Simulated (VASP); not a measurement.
# Si (Fm-3m) in VASP: a series of runs

The runs below take Si through single point, relaxation of cell and atoms, with r2SCAN.

Everything below comes from runs of VASP 6.6.1. Logs are shortened: lines on timing, memory, paths and dates and some standing lists are left out, and cuts for length are marked.

## Step 1: The cell of the first run

Symmetry: Fm-3m, No. 225, cubic system. The conventional cell has a = 3.813 Å, b = 3.813 Å, c = 3.813 Å, α = 90.00°, β = 90.00°, γ = 90.00°. Si (site symmetry m-3m) has 12 Si at 2.70 Å within 3.6 Å.

This isn't the form of Si at room conditions, which is diamond.

## Step 2: Single point, r2SCAN

The input, POSCAR:

```
Si
1.0
    0.0000000000      1.9064050019      1.9064050019
    1.9064050019      0.0000000000      1.9064050019
    1.9064050019      1.9064050019      0.0000000000
Si
1
Direct
    0.0000000000      0.0000000000      0.0000000000
```

The input, INCAR.step1:

```
SYSTEM = Si
ALGO     = Normal         ! electronic algorithm
EDIFF    = 1E-4           ! SCF threshold, eV
ENCUT    = 520            ! plane-wave cutoff, eV
GGA      = PE             ! functional
ISMEAR   = 0              ! smearing method
LASPH    = .TRUE.         ! aspherical terms in the spheres
LCHARG   = .FALSE.        ! write CHGCAR
LREAL    = .FALSE.        ! projectors in reciprocal space
LWAVE    = .TRUE.         ! write WAVECAR
NBANDS   = 8              ! bands
NELM     = 60             ! most SCF steps
PREC     = Accurate       ! precision mode
SIGMA    = 0.1            ! smearing width, eV
```

The input, INCAR.step2:

```
SYSTEM = Si
ALGO     = Normal         ! electronic algorithm
EDIFF    = 1E-7           ! SCF threshold, eV
ENCUT    = 520            ! plane-wave cutoff, eV
ISIF     = 2              ! what is computed and relaxed
ISMEAR   = 0              ! smearing method
ISTART   = 1            
LASPH    = .TRUE.         ! aspherical terms in the spheres
LCHARG   = .FALSE.        ! write CHGCAR
LMIXTAU  = .TRUE.       
LREAL    = .FALSE.        ! projectors in reciprocal space
LWAVE    = .FALSE.        ! write WAVECAR
METAGGA  = R2SCAN         ! meta-GGA
NBANDS   = 8              ! bands
NELM     = 60             ! most SCF steps
PREC     = Accurate       ! precision mode
SIGMA    = 0.1            ! smearing width, eV
```

The input, KPOINTS:

```
k-points
0
G
  18 18 18
  0 0 0
```

Potentials or basis: VASP PAW PBE potentials, release 64 (Si).

On the command line:

```
$ cat potpaw_PBE.64/Si/POTCAR > POTCAR
$ cp INCAR.step1 INCAR
$ mpirun -np 1 vasp_std > vasp.out
$ cp INCAR.step2 INCAR
$ mpirun -np 1 vasp_std > vasp.out
```

OUTCAR:

```text
SYSTEM = Si
   EDIFF = 1E-7
   ENCUT = 520
   ISIF = 2
   ISMEAR = 0
   ISTART = 1
   LASPH = .TRUE.
   LREAL = .FALSE.
   METAGGA = R2SCAN
   NELM = 60
   PREC = Accurate

 ion  position               nearest neighbor table
   1  0.000  0.000  0.000-

  LATTYP: Found a face centered cubic cell.
 ALAT       =     3.8128100038

  Lattice vectors:

 A1 = (   0.0000000000,   1.9064050019,   1.9064050019)
 A2 = (   1.9064050019,   0.0000000000,   1.9064050019)
 A3 = (   1.9064050019,   1.9064050019,   0.0000000000)

Analysis of symmetry for initial positions (statically):
=====================================================================
 Subroutine PRICEL returns:
 Original cell was already a primitive cell.

 Routine SETGRP: Setting up the symmetry group for a
 face centered cubic supercell.

 Subroutine GETGRP returns: Found 48 space group operations
 (whereof 48 operations were pure point group operations)
 out of a pool of 48 trial point group operations.

The static configuration has the point symmetry O_h .

Analysis of symmetry for dynamics (positions and initial velocities):
=====================================================================
 Subroutine PRICEL returns:
 Original cell was already a primitive cell.

 Routine SETGRP: Setting up the symmetry group for a
 face centered cubic supercell.

 Subroutine GETGRP returns: Found 48 space group operations
 (whereof 48 operations were pure point group operations)
 out of a pool of 48 trial point group operations.

The dynamic configuration has the point symmetry O_h .

 Subroutine INISYM returns: Found 48 space group operations
 (whereof 48 operations are pure point group operations),
 and found     1 'primitive' translations

----------------------------------------------------------------------------------------

                                     Primitive cell

  volume of cell :      13.8572

  direct lattice vectors                    reciprocal lattice vectors
     0.000000000  1.906405002  1.906405002    -0.262273756  0.262273756  0.262273756
     1.906405002  0.000000000  1.906405002     0.262273756 -0.262273756  0.262273756
     1.906405002  1.906405002  0.000000000     0.262273756  0.262273756 -0.262273756

  length of vectors
     2.696063809  2.696063809  2.696063809     0.454271471  0.454271471  0.454271471

  position of ions in fractional coordinates (direct lattice)
     0.000000000  0.000000000  0.000000000

  ion indices of the primitive-cell ions
   primitive index   ion index
                 1           1

----------------------------------------------------------------------------------------

 KPOINTS: k-points

Automatic generation of k-mesh.
 Grid dimensions read from file:
 generate k-points for:   18   18   18

 Generating k-lattice:

  Cartesian coordinates                     Fractional coordinates (reciprocal lattice)
    -0.014570764  0.014570764  0.014570764     0.055555556  0.000000000  0.000000000
     0.014570764 -0.014570764  0.014570764     0.000000000  0.055555556  0.000000000
     0.014570764  0.014570764 -0.014570764     0.000000000  0.000000000  0.055555556

  Length of vectors
     0.025237304  0.025237304  0.025237304

  Shift w.r.t. Gamma in fractional coordinates (k-lattice)
     0.000000000  0.000000000  0.000000000

 Subroutine IBZKPT returns following result:
 ===========================================

 Found    195 irreducible k-points:

 Following reciprocal coordinates:
            Coordinates               Weight
  0.000000  0.000000  0.000000      1.000000
  0.055556  0.000000  0.000000      8.000000
  0.111111  0.000000  0.000000      8.000000
  0.166667  0.000000  0.000000      8.000000
  0.222222  0.000000  0.000000      8.000000
  0.277778  0.000000  0.000000      8.000000
[... 16 lines left out ...]
 -0.277778  0.055556  0.000000     24.000000
 -0.222222  0.055556  0.000000     24.000000
 [... further k-points ...]
   k-points           NKPTS =    195   k-points in BZ     NKDIM =    195   number of bands    NBANDS=      8
   number of dos      NEDOS =    301   number of ions     NIONS =      1
   total plane-waves  NPLWV =   8000
   dimension x,y,z NGX =    20 NGY =   20 NGZ =   20
   dimension x,y,z NGXF=    40 NGYF=   40 NGZF=   40
   ions per type =               1
   NGX,Y,Z   is equivalent  to a cutoff of  12.33, 12.33, 12.33 a.u.
   NGXF,Y,Z  is equivalent  to a cutoff of  24.66, 24.66, 24.66 a.u.
 SYSTEM =  Si
   PREC   = accura    normal or accurate (medium, high low for compatibility)
   ISTART =      1    job   : 0-new  1-cont  2-samecut
   ICHARG =      0    charge: 1-file 2-atom 10-const
   ISPIN  =      1    spin polarized calculation?
   LNONCOLLINEAR =      F non collinear calculations
   LSORBIT =      F    spin-orbit coupling
   LASPH  =      T    aspherical Exc in radial PAW
   ENCUT  =  520.0 eV  38.22 Ry    6.18 a.u.   5.01  5.01  5.01*2*pi/ulx,y,z
   NELM   =     60;   NELMIN=  2; NELMDL=  0     # of ELM steps
   EDIFF  = 0.1E-06   stopping-criterion for ELM
   LREAL  =      F    real-space projection
   EDIFFG = 0.1E-05   stopping-criterion for IOM
   NSW    =      0    number of steps for IOM
   IBRION =     -1    ionic relax: 0-MD 1-quasi-New 2-CG
   NFREE  =      0    steps in history (QN), initial steepest desc. (CG)
   ISIF   =      2    stress and relaxation
   ISYM   =      2    0-nonsym 1-usesym 2-fastsym
   POTIM  = 0.5000    time-step for ionic-motion
   TEBEG  =    0.0;   TEEND  =   0.0 temperature during run
   PSTRESS=    0.0 pullay stress
   NELECT =       4.0000    total number of electrons
   NUPDOWN=      -1.0000    fix difference up-down
   EMIN   =  10.00;   EMAX   =-10.00  energy-range for DOS
   EFERMI =   0.00;   METHOD = LEGACY
   ISMEAR =     0;   SIGMA  =   0.10  broadening in eV -4-tet -1-fermi 0-gaus
   EFERMI_NEDOS =   21; number of points for ismear=-14 and -15
   IALGO  =     38    algorithm
   IMIX   =      4    mixing-type and parameters
     AMIX     =   0.40;   BMIX     =  1.00
     AMIX_MAG =   1.60;   BMIX_MAG =  1.00
  volume/ion in A,a.u.               =      13.86        93.51
  Fermi-wavevector in a.u.,A,eV,Ry     =   1.081940  2.044569 15.926887  1.170593
  Thomas-Fermi vector in A             =   2.217969
   LORBIT       =      0    0 simple, 1 ext, 2 COOP (PROOUT), +10 PAW based schemes
   METAGGA = R2SCAN    functional components
   LHFCALC =     F    Hartree Fock is set to
   AEXX    =    0.0000 exact exchange contribution
   IVDW    =     0    specifies the selected vdW correction
   LEPSILON=     F    determine dielectric tensor
   LRPA    =     F    only Hartree local field effects (RPA)
 non-spin polarized calculation
 Gauss-broadening in eV      SIGMA  =   0.10
  energy-cutoff  :      520.00
  volume of cell :       13.86
 maximum number of plane-waves:       388
   NGX =  9   NGY =  9   NGZ =  9

 number of electron       4.0000000 magnetization

 Free energy of the ion-electron system (eV)
  ---------------------------------------------------
  ext. energy  EPLUGINS =         0.00000000
  ---------------------------------------------------
  free energy    TOTEN  =        -8.02775776 eV

  energy without entropy =       -8.02522679  energy(sigma->0) =       -8.02649227

 E-fermi :  10.8991     XC(G=0): -12.1734

 val. band max:       10.8917529220   @ k =   0.4444   0.2778   0.1111
 cond. band min:      10.9208937573   @ k =   0.5000   0.3889   0.1111
 fundamental gap:      0.0291408353
 Fermi energy:        10.8991138148

 k-point     1 :       0.0000    0.0000    0.0000
  band No.  band energies     occupation
      1      -5.0084      2.00000
      2      23.3483      0.00000
      3      23.3483      0.00000
      4      23.3483      0.00000
      5      23.6066      0.00000
      6      23.6066      0.00000
      7      23.6066      0.00000
      8      29.2272      0.00000

 k-point     2 :       0.0556    0.0000    0.0000
  band No.  band energies     occupation
      1      -4.9100      2.00000
      2      21.1928      0.00000
      3      22.5549      0.00000
      4      22.5549      0.00000
      5      24.5280      0.00000
      6      24.5280      0.00000
      7      24.8853      0.00000
      8      30.0683      0.00000

 k-point     3 :       0.1111    0.0000    0.0000
  band No.  band energies     occupation
      1      -4.6148      2.00000
      2      18.6071      0.00000
      3      21.7965      0.00000
      4      21.7965      0.00000
      5      25.3161      0.00000
      6      25.6079      0.00000
      7      25.6079      0.00000
      8      29.6507      0.00000

 k-point     4 :       0.1667    0.0000    0.0000
  band No.  band energies     occupation
      1      -4.1239      2.00000
      2      15.9902      0.00000
      3      21.1945      0.00000
      4      21.1945      0.00000
      5      25.3315      0.00000
      6      26.3167      0.00000
      7      26.3167      0.00000
      8      29.0265      0.00000

 k-point     5 :       0.2222    0.0000    0.0000
  band No.  band energies     occupation
      1      -3.4384      2.00000
      2      13.4457      0.00000
      3      20.7524      0.00000
      4      20.7524      0.00000
      5      25.2509      0.00000
      6      25.8768      0.00000
      7      25.8768      0.00000
      8      29.7430      0.00000
[... 177 lines left out ...]
 k-point    22 :      -0.3333    0.0556    0.0000
  band No.  band energies     occupation
      1      -1.0084      2.00000
      2       8.0846      2.00000
      3      18.5700      0.00000
      4      21.0496      0.00000
      5      23.1141      0.00000
      6      24.0955      0.00000
      7      25.8434      0.00000
      8      30.1682      0.00000

 k-point    23 :      -0.2778    0.0556    0.0000
  band No.  band energies     occupation
      1      -2.1388      2.00000
      2      10.3176      2.00000
      3      18.6112      0.00000
      4      21.4409      0.00000
      5      23.7431      0.00000
      6      25.0789      0.00000
      7      25.7757      0.00000
      8      30.5856      0.00000

 k-point    24 :      -0.2222    0.0556    0.0000
  band No.  band energies     occupation
      1      -3.0802      2.00000
      2      12.6950      0.00000
      3      18.8184      0.00000
      4      21.8263      0.00000
      5      24.6062      0.00000
      6      25.7756      0.00000
      7      26.1424      0.00000
      8      28.9386      0.00000

 [... further k-points ...]
[... 5 lines left out ...]
  --------------------------------------------------------------------------------------
  -------------------------------------------------------------------------------------
  Total        0.0084884      0.0084884      0.0084884     -0.0000000     -0.0000000     -0.0000000
  in kB        0.9814295      0.9814295      0.9814295     -0.0000000     -0.0000000     -0.0000000
  external PRESSURE =       0.9814295 kB  Pullay stress =       0.0000000 kB

 VOLUME and BASIS-vectors are now :
 -----------------------------------------------------------------------------
  energy-cutoff  :      520.00
  volume of cell :       13.86
      direct lattice vectors                 reciprocal lattice vectors
     0.000000000  1.906405002  1.906405002    -0.262273756  0.262273756  0.262273756
     1.906405002  0.000000000  1.906405002     0.262273756 -0.262273756  0.262273756
     1.906405002  1.906405002  0.000000000     0.262273756  0.262273756 -0.262273756

 POSITION                                       TOTAL-FORCE (eV/Angst)
 -----------------------------------------------------------------------------------
      0.00000      0.00000      0.00000         0.000000      0.000000      0.000000
 -----------------------------------------------------------------------------------
    total drift:                               -0.000000     -0.000000     -0.000000

  FREE ENERGIE OF THE ION-ELECTRON SYSTEM (eV)
  ---------------------------------------------------
  free  energy   TOTEN  =        -8.0277577578 eV

  energy  without entropy=       -8.0252267903  energy(sigma->0) =       -8.02649227
```

It took 57 s on 1 thread of AMD EPYC 7R43 (Zen 3), shared host; peak memory 0.09 GiB.

Results:

```
Free energy            : -8.0278 eV
Pressure               : 0.1 GPa
Band gap on the k mesh : zero (bands 2 and 3 overlap by 15.78 eV)
```

Levels at points of the mesh, in eV from the Fermi level:
| k point | band 1 | band 2 | band 3 | band 4 | band 5 | band 6 |
| --- | --- | --- | --- | --- | --- | --- |
| (0.00, 0.00, 0.00) | -15.91 | 12.45 | 12.45 | 12.45 | 12.71 | 12.71 |
| (0.50, 0.00, 0.00) | -8.25 | -7.89 | 9.54 | 9.54 | 11.48 | 11.48 |
| (0.50, 0.50, 0.00) | -6.13 | -4.79 | 3.43 | 3.43 | 4.36 | 7.62 |

Caveat: the PAW data sets were made with another functional, which shifts forces and pressure a little.

## Step 3: Relaxation of cell and atoms, r2SCAN

This run uses another cell than the first one, of 13.79 Å³/atom.

The input, POSCAR:

```
Si
1.0
    0.0000000000      1.9031462893      1.9031462893
    1.9031462893      0.0000000000      1.9031462893
    1.9031462893      1.9031462893      0.0000000000
Si
1
Direct
    0.0000000000      0.0000000000      0.0000000000
```

The input, INCAR.step1:

```
SYSTEM = Si
PREC = Accurate ; ENCUT = 600
ISMEAR = 0 ; SIGMA = 0.1
LREAL = .FALSE. ; LASPH = .TRUE.
NELM = 80 ; GGA = PE
ALGO = Normal ; EDIFF = 1E-4
LWAVE = .TRUE. ; LCHARG = .FALSE.
```

The input, INCAR.step2:

```
SYSTEM = Si
PREC = Accurate ; ENCUT = 600
EDIFF = 1E-7 ; ISMEAR = 0
SIGMA = 0.1 ; LREAL = .FALSE.
LASPH = .TRUE. ; NELM = 80
ALGO = Normal ; ISIF = 3
LWAVE = .FALSE. ; LCHARG = .FALSE.
METAGGA = R2SCAN ; LMIXTAU = .TRUE.
IBRION = 2 ; NSW = 80
EDIFFG = -0.01 ; ISTART = 1
```

The input, KPOINTS:

```
regular mesh
0
G
  18 18 18
  0 0 0
```

Potentials or basis: VASP PAW PBE potentials, release 64 (Si).

On the command line:

```
$ cat potpaw_PBE.64/Si/POTCAR > POTCAR
$ cp INCAR.step1 INCAR
$ mpirun -np 1 vasp_std > vasp.out
$ cp INCAR.step2 INCAR
$ mpirun -np 1 vasp_std > vasp.out
```

Wall time 1.9 min (1 thread of AMD EPYC 7R43 (Zen 3), shared host); peak memory 0.11 GiB.

Results (log left out):

| Item | Value |
| --- | --- |
| Free energy | -8.0276 eV |
| Relaxed volume | 13.87 Å³/atom |
| Relaxed cell | a = 2.697 Å, b = 2.697 Å, c = 2.697 Å, α = 60.00°, β = 60.00°, γ = 60.00° |
| Space group after relaxing (to 0.1 Å) | Fm-3m (No. 225) |
| Energy gained by relaxing | 0.1 meV/atom |
| Ionic steps | 2 |
| Pressure after relaxing | 0.0 GPa |
| Band gap on the k mesh | zero (bands 2 and 3 overlap by 15.77 eV) |

The path:
```
step  energy change (eV)  largest force (eV/Å)  pressure (GPa)  volume (Å³)
   1              0.0000                0.0000            0.49        13.79
   2             -0.0001                0.0000            0.01        13.87
```

Final structure:
```cif
data_structure
_symmetry_space_group_name_H-M 'P 1'
_symmetry_Int_Tables_number 1
_cell_length_a 2.6969
_cell_length_b 2.6969
_cell_length_c 2.6969
_cell_angle_alpha 60.000
_cell_angle_beta 60.000
_cell_angle_gamma 60.000
_cell_volume 13.87
loop_
_atom_site_label
_atom_site_type_symbol
_atom_site_fract_x
_atom_site_fract_y
_atom_site_fract_z
_atom_site_occupancy
Si1 Si 0.00000 0.00000 0.00000 1
```

Levels at points of the mesh, in eV from the Fermi level:
| k point | band 1 | band 2 | band 3 | band 4 | band 5 | band 6 |
| --- | --- | --- | --- | --- | --- | --- |
| (0.00, 0.00, 0.00) | -15.90 | 12.44 | 12.44 | 12.44 | 12.70 | 12.70 |
| (0.50, 0.00, 0.00) | -8.25 | -7.88 | 9.53 | 9.53 | 11.48 | 11.48 |
| (0.50, 0.50, 0.00) | -6.12 | -4.79 | 3.43 | 3.43 | 4.36 | 7.61 |

Caveat: the PAW data sets were made with another functional, which shifts forces and pressure a little. Zero-point motion and thermal expansion aren't in these numbers.

## Step 4: Single point, r2SCAN

This run uses another cell than the first one, of 8.30 Å³/atom.

The input, POSCAR:

```
Si
1.0
    0.0000000000      1.6067104218      1.6067104218
    1.6067104218      0.0000000000      1.6067104218
    1.6067104218      1.6067104218      0.0000000000
Si
1
Direct
    0.0000000000      0.0000000000      0.0000000000
```

The input, INCAR.step1:

```
PREC = Accurate ; ENCUT = 550
ISMEAR = 0 ; SIGMA = 0.1
LREAL = False ; LASPH = True
NELM = 120 ; NBANDS = 8
GGA = PE ; ALGO = Normal
EDIFF = 1E-5 ; LWAVE = True
LCHARG = False ; GGA_COMPAT = False
```

The input, INCAR.step2:

```
PREC = Accurate ; ENCUT = 550
EDIFF = 1E-6 ; ISMEAR = 0
SIGMA = 0.1 ; LREAL = False
LASPH = True ; NELM = 120
ALGO = Normal ; ISIF = 2
LWAVE = False ; LCHARG = False
METAGGA = R2SCAN ; LMIXTAU = True
NBANDS = 8 ; ISTART = 1
GGA_COMPAT = False
```

The input, KPOINTS:

```
regular mesh
0
Gamma
  10 10 10
```

On the command line:

```
$ cat potpaw_PBE.64/Si/POTCAR > POTCAR
$ cp INCAR.step1 INCAR
$ mpirun -np 1 vasp_std > vasp.out
$ cp INCAR.step2 INCAR
$ mpirun -np 1 vasp_std > vasp.out
```

It took 19 s on 1 thread of AMD EPYC 7R43 (Zen 3), shared host; peak memory 0.08 GiB.

Results (log left out):

```
Free energy            : -6.4610 eV
Pressure               : 149.9 GPa
Band gap on the k mesh : zero (bands 2 and 3 overlap by 19.38 eV)
```

Levels at points of the mesh, in eV from the Fermi level:
```csv
k point,band 1,band 2,band 3,band 4,band 5,band 6
"(0.00, 0.00, 0.00)",-21.79,15.11,15.11,15.11,20.91,20.91
"(0.50, 0.00, 0.00)",-11.92,-10.22,13.28,13.28,16.18,16.18
"(0.50, 0.50, 0.00)",-8.97,-6.19,3.04,5.70,5.70,13.68
```

Caveat: the cell stands under pressure; the PAW data sets were made with another functional, which shifts forces and pressure a little.

## Step 5: Overview

```csv
task,cell,k mesh,cutoff (eV),gap on the mesh (eV),pressure (GPa)
single point,"a = 2.696 Å, angles 60.0°, 1 atom",18 × 18 × 18,520,none,0.1
relaxation of cell and atoms,"relaxed from a = 2.691 Å, angles 60.0°, 1 atom",18 × 18 × 18,600,none,0.0
single point,"a = 2.272 Å, angles 60.0°, 1 atom",10 × 10 × 10,550,none,149.9
```

Alike in all rows: level r2SCAN; potentials or basis VASP PAW PBE potentials, release 64 (Si); no spin polarisation; smearing gaussian 0.1 eV.

Caveats: the PAW data sets were made with another functional, which shifts forces and pressure a little; the cell stands under pressure (at least some runs).

Total energies depend on the potentials used, so only differences within one code and one set of settings carry meaning.

The gap in the log of VASP goes by the Fermi energy; the results here count the filled bands.